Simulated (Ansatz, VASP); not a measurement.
CsI: VASP beside Ansatz

Contents of POSCAR:

```
CsI
1.0
    4.6081396334      0.0000000000      0.0000000000
    0.0000000000      4.6081396334      0.0000000000
    0.0000000000      0.0000000000      4.6081396334
Cs I
1 1
Direct
    0.0000000000      0.0000000000      0.0000000000
    0.5000000000      0.5000000000      0.5000000000
```

File INCAR.step1:

```
ALGO = Normal
EDIFF = 1E-5
ENCUT = 550
GGA = PE
GGA_COMPAT = F
ISMEAR = 0
LASPH = T
LCHARG = F
LREAL = F
LWAVE = T
NBANDS = 15
NELM = 120
PREC = Accurate
SIGMA = 0.01
```

The input INCAR.step2:

```
ALGO = Normal
EDIFF = 1E-6
ENCUT = 550
GGA_COMPAT = F
ISIF = 2
ISMEAR = 0
ISTART = 1
LASPH = T
LCHARG = F
LMIXTAU = T
LREAL = F
LWAVE = F
METAGGA = R2SCAN
NBANDS = 15
NELM = 120
PREC = Accurate
SIGMA = 0.01
```

KPOINTS

```
k-points
0
Gamma
  6 6 6
```

Input for Ansatz:

```yaml
crystal:
  lattice:
    - [4.6081396334, 0.0, 0.0]
    - [0.0, 4.6081396334, 0.0]
    - [0.0, 0.0, 4.6081396334]
  atoms:
    - { symbol: Cs, position: [0.0, 0.0, 0.0] }
    - { symbol: I, position: [0.5, 0.5, 0.5] }
kpoints:
  mp_grid: { grid: [6, 6, 6] }
  band_path:
    path:
      - [0.0, 0.0, 0.0]
      - [0.0, 0.5, 0.0]
      - [0.5, 0.5, 0.0]
      - [0.5, 0.5, 0.5]
      - [0.0, 0.5, 0.5]
    npoints: 1
hamiltonian:
  xc: r2scan
scf:
  occupations: { method: fixed }
  n_extra_bands: 4
output:
  forces: true
  stress: true
  eigenvalues: true
```

Alike in both runs: task single point; functional r2SCAN; k mesh 6 × 6 × 6; no spin polarisation.

|  | VASP | Ansatz |
| --- | --- | --- |
| version | VASP 6.6.1 | Ansatz 0.2.0 |
| potentials or method | VASP PAW PBE potentials, release 64 (Cs_sv, I) | plane waves, PAW |
| plane-wave cutoff (eV) | 550 | 500 |
| occupations | gaussian, width 0.01 eV | fixed |
| valence electrons in the cell | 16 | 26 |

VASP gave:

| Quantity | Value |
| --- | --- |
| gap on the k mesh at the Fermi level (eV) | 4.50 |
| pressure (GPa) | 0.1 |

Task: Which values does Ansatz return?

Result: gap on the k mesh at the Fermi level (eV): 4.52; pressure (GPa): 0.0.

VASP's potentials were made for PBE, not for r2SCAN. VASP's potentials hold 16 valence electrons a cell and Ansatz's 26, so a difference there can come from the potentials and not from the codes.

Neither program's run includes spin-orbit coupling.
